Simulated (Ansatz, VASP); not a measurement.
CdO in VASP and in Ansatz

```xyz
2
Lattice="0.0000 2.3610 2.3610 2.3610 0.0000 2.3610 2.3610 2.3610 0.0000" Properties=species:S:1:pos:R:3 pbc="T T T"
Cd    0.0000    0.0000    0.0000
O     2.3610    2.3610    2.3610
```

Alike in both runs: task single point; functional LDA; k mesh 4 × 4 × 4; occupations fermi-dirac, width 0.58 eV; no spin polarisation.

|  | VASP | Ansatz |
| --- | --- | --- |
| version | VASP 6.6.1 | Ansatz 0.2.0 |
| potentials or method | VASP PAW LDA potentials, release 64 (Cd_sv_GW, O), cutoff 700 eV | scalar-relativistic, plane waves, PAW |
| valence electrons in the cell | 26 | 26 |

|  | VASP | Ansatz | Ansatz less VASP |
| --- | --- | --- | --- |
| gap on the k mesh at the Fermi level (eV) | none | none | - |
| pressure (GPa) | -6.4 | -6.6 | -0.13 |

LDA's correlation is that of Perdew and Zunger in VASP and of Perdew and Wang (1992) in Ansatz. A gap of «none» marks a metal or a gap that the smearing closes.

The k mesh is coarse, so the values compare programs but aren't converged.
